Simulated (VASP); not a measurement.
# ZnO (P6_3mc) in VASP: a series of runs

The runs below take ZnO through relaxation of shape and atoms at fixed volume, with revPBE+D3(BJ), PBE, RPBE, RPBE+D4.

Program: VASP 6.6.1. These are calculated values, not measurements. Logs are shortened: lines on timing, memory, paths and dates and some standing lists are left out, and cuts for length are marked.

## 1. The cell of the first run

The structure is hexagonal, space group P6_3mc (No. 186). Conventional cell: a = 3.236 Å, b = 3.236 Å, c = 5.223 Å, α = 90.00°, β = 90.00°, γ = 120.00°. Within 2.6 Å of Zn (site symmetry 3m) lie 4 O at 1.97 to 1.98 Å. O (site symmetry 3m) has 4 Zn at 1.97 to 1.98 Å within 2.6 Å.

## 2. Relaxation of shape and atoms at fixed volume, revPBE+D3(BJ) (volume scaled by 0.98)

INCAR

```
  ALGO = Normal
  EDIFF = 1E-7
  EDIFFG = -0.01
  ENCUT = 600
  GGA = RE
  IBRION = 2
  ISIF = 4
  ISMEAR = 0
  IVDW = 12
  LASPH = T
  LCHARG = F
  LREAL = F
  LWAVE = F
  NELM = 60
  NSW = 60
  PREC = Accurate
  SIGMA = 0.05
```

KPOINTS

```
k-points
0
Gamma
  8 8 6
```

POSCAR

```
ZnO
1.0
    3.2362293537      0.0000000000      0.0000000000
   -1.6181146769      2.8026568328      0.0000000000
    0.0000000000      0.0000000000      5.2231606079
Zn O
2 2
Direct
    0.3333333333      0.6666666667      0.0015378783
    0.6666666667      0.3333333333      0.5015378783
    0.3333333333      0.6666666667      0.3805621217
    0.6666666667      0.3333333333      0.8805621217
```

Potentials or basis: VASP PAW PBE potentials, release 64 (Zn, O).

Run with:

```sh
> cat potpaw_PBE.64/Zn/POTCAR potpaw_PBE.64/O/POTCAR > POTCAR
> mpirun -np 1 vasp_std > vasp.out
```

OUTCAR:

```text
EDIFF = 1E-7
   EDIFFG = -0.01
   ENCUT = 600
   GGA = RE
   IBRION = 2
   ISIF = 4
   ISMEAR = 0
   IVDW = 12
   LASPH = T
   LREAL = F
   NELM = 60
   NSW = 60
   PREC = Accurate
 IVDW          = 12

 ion  position               nearest neighbor table
   1  0.333  0.667  0.002-   4 1.97   4 1.97   4 1.97   3 1.98
   2  0.667  0.333  0.502-   3 1.97   3 1.97   3 1.97   4 1.98
   3  0.333  0.667  0.381-   2 1.97   2 1.97   2 1.97   1 1.98
   4  0.667  0.333  0.881-   1 1.97   1 1.97   1 1.97   2 1.98

  LATTYP: Found a hexagonal cell.
 ALAT       =     3.2362293537
 C/A-ratio  =     1.6139649070

  Lattice vectors:

 A1 = (   3.2362293537,   0.0000000000,   0.0000000000)
 A2 = (  -1.6181146769,   2.8026568328,   0.0000000000)
 A3 = (   0.0000000000,   0.0000000000,   5.2231606079)

Analysis of symmetry for initial positions (statically):
=====================================================================
 Subroutine PRICEL returns:
 Original cell was already a primitive cell.

 Routine SETGRP: Setting up the symmetry group for a
 hexagonal supercell.

 Subroutine GETGRP returns: Found 12 space group operations
 (whereof  6 operations were pure point group operations)
 out of a pool of 24 trial point group operations.

The static configuration has the point symmetry C_3v.
 The point group associated with its full space group is C_6v.

Analysis of symmetry for dynamics (positions and initial velocities):
=====================================================================
 Subroutine PRICEL returns:
 Original cell was already a primitive cell.

 Routine SETGRP: Setting up the symmetry group for a
 hexagonal supercell.

 Subroutine GETGRP returns: Found 12 space group operations
 (whereof  6 operations were pure point group operations)
 out of a pool of 24 trial point group operations.

The dynamic configuration has the point symmetry C_3v.
 The point group associated with its full space group is C_6v.

 Subroutine INISYM returns: Found 12 space group operations
 (whereof  6 operations are pure point group operations),
 and found     1 'primitive' translations

----------------------------------------------------------------------------------------

                                     Primitive cell

  volume of cell :      47.3743

  direct lattice vectors                    reciprocal lattice vectors
     3.236229354  0.000000000  0.000000000     0.309001585  0.178402148  0.000000000
    -1.618114677  2.802656833  0.000000000     0.000000000  0.356804297  0.000000000
     0.000000000  0.000000000  5.223160608     0.000000000  0.000000000  0.191454959

  length of vectors
     3.236229354  3.236229354  5.223160608     0.356804297  0.356804297  0.191454959

  position of ions in fractional coordinates (direct lattice)
     0.333333333  0.666666667  0.001537878
     0.666666667  0.333333333  0.501537878
     0.333333333  0.666666667  0.380562122
     0.666666667  0.333333333  0.880562122

  ion indices of the primitive-cell ions
   primitive index   ion index
                 1           1
                 2           2
                 3           3
                 4           4

----------------------------------------------------------------------------------------

 KPOINTS: k-points

Automatic generation of k-mesh.
 Grid dimensions read from file:
 generate k-points for:    8    8    6

 Generating k-lattice:

  Cartesian coordinates                     Fractional coordinates (reciprocal lattice)
     0.038625198  0.022300269  0.000000000     0.125000000  0.000000000  0.000000000
     0.000000000  0.044600537  0.000000000     0.000000000  0.125000000  0.000000000
     0.000000000  0.000000000  0.031909160     0.000000000  0.000000000  0.166666667

  Length of vectors
     0.044600537  0.044600537  0.031909160

  Shift w.r.t. Gamma in fractional coordinates (k-lattice)
     0.000000000  0.000000000  0.000000000

 Subroutine IBZKPT returns following result:
 ===========================================

 Found     40 irreducible k-points:

 Following reciprocal coordinates:
            Coordinates               Weight
  0.000000  0.000000  0.000000      1.000000
  0.125000  0.000000  0.000000      6.000000
  0.250000  0.000000  0.000000      6.000000
  0.375000  0.000000  0.000000      6.000000
  0.500000  0.000000  0.000000      3.000000
  0.125000  0.125000  0.000000      6.000000
[... 16 lines left out ...]
  0.250000  0.000000  0.333333     12.000000
  0.375000  0.000000  0.333333     12.000000
 [... further k-points ...]
   k-points           NKPTS =     40   k-points in BZ     NKDIM =     40   number of bands    NBANDS=     22
   number of dos      NEDOS =    301   number of ions     NIONS =      4
   total plane-waves  NPLWV =  32928
   dimension x,y,z NGX =    28 NGY =   28 NGZ =   42
   dimension x,y,z NGXF=    56 NGYF=   56 NGZF=   84
   ions per type =               2   2
   NGX,Y,Z   is equivalent  to a cutoff of  14.38, 14.38, 13.37 a.u.
   NGXF,Y,Z  is equivalent  to a cutoff of  28.77, 28.77, 26.74 a.u.
 SYSTEM =  unknown system
   PREC   = accura    normal or accurate (medium, high low for compatibility)
   ISTART =      0    job   : 0-new  1-cont  2-samecut
   ICHARG =      2    charge: 1-file 2-atom 10-const
   ISPIN  =      1    spin polarized calculation?
   LNONCOLLINEAR =      F non collinear calculations
   LSORBIT =      F    spin-orbit coupling
   LASPH  =      T    aspherical Exc in radial PAW
   ENCUT  =  600.0 eV  44.10 Ry    6.64 a.u.   6.46  6.46 10.43*2*pi/ulx,y,z
   NELM   =     60;   NELMIN=  2; NELMDL= -5     # of ELM steps
   EDIFF  = 0.1E-06   stopping-criterion for ELM
   LREAL  =      F    real-space projection
   EDIFFG = -.1E-01   stopping-criterion for IOM
   NSW    =     60    number of steps for IOM
   IBRION =      2    ionic relax: 0-MD 1-quasi-New 2-CG
   NFREE  =      1    steps in history (QN), initial steepest desc. (CG)
   ISIF   =      4    stress and relaxation
   ISYM   =      2    0-nonsym 1-usesym 2-fastsym
   POTIM  = 0.5000    time-step for ionic-motion
   TEBEG  =    0.0;   TEEND  =   0.0 temperature during run
   PSTRESS=    0.0 pullay stress
   NELECT =      36.0000    total number of electrons
   NUPDOWN=      -1.0000    fix difference up-down
   EMIN   =  10.00;   EMAX   =-10.00  energy-range for DOS
   EFERMI =   0.00;   METHOD = LEGACY
   ISMEAR =     0;   SIGMA  =   0.05  broadening in eV -4-tet -1-fermi 0-gaus
   EFERMI_NEDOS =   21; number of points for ismear=-14 and -15
   IALGO  =     38    algorithm
   IMIX   =      4    mixing-type and parameters
     AMIX     =   0.40;   BMIX     =  1.00
     AMIX_MAG =   1.60;   BMIX_MAG =  1.00
  volume/ion in A,a.u.               =      11.84        79.92
  Fermi-wavevector in a.u.,A,eV,Ry     =   1.493923  2.823105 30.365552  2.231805
  Thomas-Fermi vector in A             =   2.606261
   LORBIT       =      0    0 simple, 1 ext, 2 COOP (PROOUT), +10 PAW based schemes
   GGA     = RE    functional components
   LHFCALC =     F    Hartree Fock is set to
   AEXX    =    0.0000 exact exchange contribution
   IVDW    =    12    specifies the selected vdW correction
   LEPSILON=     F    determine dielectric tensor
   LRPA    =     F    only Hartree local field effects (RPA)
 conjugate gradient relaxation of ions
 non-spin polarized calculation
 Gauss-broadening in eV      SIGMA  =   0.05
  energy-cutoff  :      600.00
  volume of cell :       47.37
 maximum number of plane-waves:      1605
 NGX is ok and might be reduce to    28
   NGX = 13   NGY = 13   NGZ = 21

 number of electron      36.0000004 magnetization

 Free energy of the ion-electron system (eV)
  ---------------------------------------------------
  ext. energy  EPLUGINS =         0.00000000
  ---------------------------------------------------
  free energy    TOTEN  =       -16.46701961 eV

  energy without entropy =      -16.46701961  energy(sigma->0) =      -16.46701961

 E-fermi :   1.6588     XC(G=0): -10.7483

 val. band max:        1.3830888877   @ k =   0.0000   0.0000   0.0000
 cond. band min:       2.2350452470   @ k =   0.0000   0.0000   0.0000
 fundamental gap:      0.8519563594
 Fermi energy:         1.6587508987

 k-point     1 :       0.0000    0.0000    0.0000
  band No.  band energies     occupation
      1     -16.8156      2.00000
      2     -16.1005      2.00000
      3      -4.3289      2.00000
      4      -4.3289      2.00000
      5      -4.2849      2.00000
      6      -4.2787      2.00000
[... 14 lines left out ...]
     21       9.6703      0.00000
     22      14.3921      0.00000

 k-point     2 :       0.1250    0.0000    0.0000
  band No.  band energies     occupation
      1     -16.7312      2.00000
      2     -16.0632      2.00000
      3      -4.4243      2.00000
      4      -4.2800      2.00000
      5      -4.2370      2.00000
      6      -4.1789      2.00000
[... 14 lines left out ...]
     21       9.6637      0.00000
     22      12.9933      0.00000

 k-point     3 :       0.2500    0.0000    0.0000
  band No.  band energies     occupation
      1     -16.5136      2.00000
      2     -15.9797      2.00000
      3      -4.5877      2.00000
      4      -4.2439      2.00000
      5      -4.1737      2.00000
      6      -4.0545      2.00000
[... 14 lines left out ...]
     21       9.6132      0.00000
     22      11.1394      0.00000

 k-point     4 :       0.3750    0.0000    0.0000
  band No.  band energies     occupation
      1     -16.2628      2.00000
      2     -15.9185      2.00000
      3      -4.6310      2.00000
      4      -4.3039      2.00000
      5      -4.0938      2.00000
      6      -3.8418      2.00000
[... 14 lines left out ...]
     21       9.1791      0.00000
     22      10.1097      0.00000

 k-point     5 :       0.5000    0.0000    0.0000
  band No.  band energies     occupation
      1     -16.1340      2.00000
      2     -15.9147      2.00000
      3      -4.5621      2.00000
      4      -4.3658      2.00000
      5      -4.0703      2.00000
      6      -3.6892      2.00000
[... 14 lines left out ...]
     21       9.0396      0.00000
     22       9.9954      0.00000

 k-point     6 :       0.1250    0.1250    0.0000
  band No.  band energies     occupation
      1     -16.5799      2.00000
      2     -16.0028      2.00000
      3      -4.5045      2.00000
      4      -4.2967      2.00000
      5      -4.1660      2.00000
      6      -4.1289      2.00000
[... 14 lines left out ...]
     21       9.6706      0.00000
     22      11.7225      0.00000

 k-point     7 :       0.2500    0.1250    0.0000
  band No.  band energies     occupation
      1     -16.3434      2.00000
      2     -15.9316      2.00000
      3      -4.5532      2.00000
      4      -4.2918      2.00000
      5      -4.1171      2.00000
      6      -3.9598      2.00000
[... 324 lines left out ...]
      6      -3.7970      2.00000
[... 14 lines left out ...]
     21       9.2751      0.00000
     22       9.9567      0.00000

 k-point    21 :       0.0000    0.0000    0.3333
  band No.  band energies     occupation
      1     -16.6441      2.00000
      2     -16.2867      2.00000
      3      -4.5265      2.00000
      4      -4.4520      2.00000
      5      -4.2983      2.00000
      6      -4.2983      2.00000
[... 14 lines left out ...]
     21      10.5137      0.00000
     22      12.9515      0.00000

 k-point    22 :       0.1250    0.0000    0.3333
  band No.  band energies     occupation
      1     -16.5696      2.00000
      2     -16.2355      2.00000
      3      -4.5471      2.00000
      4      -4.5198      2.00000
      5      -4.2437      2.00000
      6      -4.2382      2.00000
[... 14 lines left out ...]
     21      10.5160      0.00000
     22      12.7057      0.00000

 k-point    23 :       0.2500    0.0000    0.3333
  band No.  band energies     occupation
      1     -16.3808      2.00000
      2     -16.1134      2.00000
      3      -4.6799      2.00000
      4      -4.5639      2.00000
      5      -4.1159      2.00000
      6      -4.0938      2.00000
[... 14 lines left out ...]
     21      10.3889      0.00000
     22      11.2740      0.00000

 k-point    24 :       0.3750    0.0000    0.3333
  band No.  band energies     occupation
      1     -16.1725      2.00000
      2     -15.9999      2.00000
      3      -4.7359      2.00000
      4      -4.6102      2.00000
      5      -4.0020      2.00000
      6      -3.8999      2.00000
[... 14 lines left out ...]
     21      10.0028      0.00000
     22      10.2204      0.00000

 [... further k-points ...]

------------------------ aborting loop because EDIFF is reached ----------------------------------------

 Edisp (eV)   -1.77407

 E8    (eV) :    -1.1589

  FORCE on cell =-STRESS in cart. coord.  units (eV):
  Direction    XX          YY          ZZ          XY          YZ          ZX
  --------------------------------------------------------------------------------------
  -------------------------------------------------------------------------------------
  Total       1.10539     1.10539     1.12389    -0.00000     0.00000     0.00000
  in kB      37.38380    37.38380    38.00956    -0.00000     0.00000     0.00000
  external pressure =       37.59 kB  Pullay stress =        0.00 kB

 VOLUME and BASIS-vectors are now :
 -----------------------------------------------------------------------------
  energy-cutoff  :      600.00
  volume of cell :       47.37
      direct lattice vectors                 reciprocal lattice vectors
     3.236229354  0.000000000  0.000000000     0.309001585  0.178402148  0.000000000
    -1.618114677  2.802656833  0.000000000     0.000000000  0.356804297  0.000000000
     0.000000000  0.000000000  5.223160608     0.000000000  0.000000000  0.191454959

 POSITION                                       TOTAL-FORCE (eV/Angst)
 -----------------------------------------------------------------------------------
     -0.00000      1.86844      0.00803         0.000000     -0.000000      0.003759
      1.61811      0.93422      2.61961        -0.000000      0.000000      0.003759
     -0.00000      1.86844      1.98774         0.000000      0.000000     -0.003759
      1.61811      0.93422      4.59932         0.000000     -0.000000     -0.003759
 -----------------------------------------------------------------------------------
    total drift:                               -0.000000      0.000000     -0.002524

  FREE ENERGIE OF THE ION-ELECTRON SYSTEM (eV)
  ---------------------------------------------------
  free  energy   TOTEN  =       -18.2410942408 eV

  energy  without entropy=      -18.2410942408  energy(sigma->0) =      -18.24109424

 reached required accuracy - stopping structural energy minimisation
```

Wall time 54 s (1 thread of Intel Xeon Platinum 8488C (Sapphire Rapids), shared host); peak memory 0.2 GiB.

Results:

- Free energy: -18.2411 eV
- Pressure after relaxing: 3.8 GPa
- Largest force after relaxing: 0.004 eV/Å
- Band gap on the k mesh: 0.85 eV, direct
- Dispersion energy per atom: -0.444 eV

Forces in eV/Å, atoms in the order of the input:
```
Zn   0.000  0.000  0.004
Zn   0.000  0.000  0.004
O    0.000  0.000 -0.004
O    0.000  0.000 -0.004
```

Final structure:
```xyz
4
Lattice="3.2362 0.0000 0.0000 -1.6181 2.8027 0.0000 0.0000 0.0000 5.2232" Properties=species:S:1:pos:R:3 pbc="T T T"
Zn    0.0000    1.8684    0.0080
Zn    1.6181    0.9342    2.6196
O     0.0000    1.8684    1.9877
O     1.6181    0.9342    4.5993
```

Levels at points of the mesh, in eV from the valence-band top:
```
           k point  band 16  band 17  band 18  band 19  band 20  band 21
(0.00, 0.00, 0.00)    -0.09     0.00     0.00     0.85     5.32     8.29
(0.50, 0.00, 0.00)    -2.27    -1.29    -0.84     5.86     6.96     7.66
(0.00, 0.00, 0.50)    -0.39    -0.39    -0.39     3.52     3.52    10.16
(0.50, 0.00, 0.50)    -1.51    -1.39    -1.39     5.79     5.79     8.53
```

Caveat: the cell differs from its parent crystal (volume scaled by 0.98); the relaxation stopped at its first step, so nothing moved; the PAW data sets were made with another functional, which shifts forces and pressure a little.

## 3. Relaxation of shape and atoms at fixed volume, PBE

This run uses another cell than the first one, of 11.90 Å³/atom, 1.004 times its volume.

INCAR

```
SYSTEM = ZnO
ALGO = Normal
EDIFF = 1E-6
EDIFFG = -0.015
ENCUT = 600
GGA = PE
IBRION = 2
ISIF = 4
ISMEAR = 0
LASPH = .True.
LCHARG = .False.
LREAL = .False.
LWAVE = .False.
NELM = 60
NSW = 60
PREC = Accurate
SIGMA = 0.05
```

KPOINTS

```
k-points
0
Gamma
  8 8 6
  0 0 0
```

POSCAR

```
ZnO
1.0
    3.2493988647      0.0000000000      0.0000000000
   -1.6246994323      2.8140619638      0.0000000000
    0.0000000000      0.0000000000      5.2038002254
Zn O
2 2
Direct
    0.3333333333      0.6666666667      0.0000000000
    0.6666666667      0.3333333333      0.5000000000
    0.3333333333      0.6666666667      0.3821000000
    0.6666666667      0.3333333333      0.8821000000
```

Potentials or basis: VASP PAW PBE potentials, release 64 (Zn, O).

Run with:

```sh
> cat potpaw_PBE.64/Zn/POTCAR potpaw_PBE.64/O/POTCAR > POTCAR
> mpirun -np 1 vasp_std > vasp.out
```

It took 1.9 min on 1 thread of Intel Xeon Platinum 8488C (Sapphire Rapids), shared host; peak memory 0.2 GiB.

Results (log left out):

```yaml
Free_energy: -17.8268 eV
Energy_gained_by_relaxing: 0.2 meV/atom
Ionic_steps: 5
Pressure_after_relaxing: 5.8 GPa
Largest_force_after_relaxing: 0.004 eV/Å
Band_gap_on_the_k_mesh: 0.78 eV, direct
```

Forces on the atoms (eV/Å):
```
Zn   0.000  0.000  0.004
Zn   0.000  0.000  0.004
O    0.000  0.000 -0.004
O    0.000  0.000 -0.004
```

The path:
| step | energy change (eV) | largest force (eV/Å) | pressure (GPa) | volume (Å³) |
| --- | --- | --- | --- | --- |
| 1 | 0.0000 | 0.0324 | 5.86 | 47.58 |
| 2 | -0.0002 | 0.0205 | 5.83 | 47.58 |
| 3 | -0.0005 | 0.0164 | 5.84 | 47.58 |
| 4 | -0.0007 | 0.0066 | 5.84 | 47.58 |
| 5 | -0.0007 | 0.0043 | 5.84 | 47.58 |

Final structure:
```yaml
crystal:
  lattice:
    - [3.24104, 0.00000, 0.00000]
    - [-1.62052, 2.80682, 0.00000]
    - [0.00000, 0.00000, 5.23067]
  atoms:
    - { symbol: Zn, position: [0.33333, 0.66667, 0.00147] }
    - { symbol: Zn, position: [0.66667, 0.33333, 0.50147] }
    - { symbol: O, position: [0.33333, 0.66667, 0.38063] }
    - { symbol: O, position: [0.66667, 0.33333, 0.88063] }
```

Levels at points of the mesh, in eV from the valence-band top:
| k point | band 14 | band 15 | band 16 | band 17 | band 18 | band 19 | band 20 | band 21 | band 22 |
| --- | --- | --- | --- | --- | --- | --- | --- | --- | --- |
| (0.00, 0.00, 0.00) | -0.79 | -0.79 | -0.09 | 0.00 | 0.00 | 0.78 | 5.23 | 8.19 | 12.91 |
| (0.50, 0.00, 0.00) | -3.55 | -2.83 | -2.26 | -1.29 | -0.84 | 5.78 | 6.87 | 7.57 | 8.51 |
| (0.00, 0.00, 0.50) | -2.25 | -0.39 | -0.39 | -0.39 | -0.39 | 3.45 | 3.45 | 10.06 | 10.06 |
| (0.50, 0.00, 0.50) | -3.76 | -1.51 | -1.51 | -1.38 | -1.38 | 5.70 | 5.70 | 8.43 | 8.43 |

A hybrid or GW would open this gap; PBE tends to underestimate it.

(Part 1 of 2 ends here.)
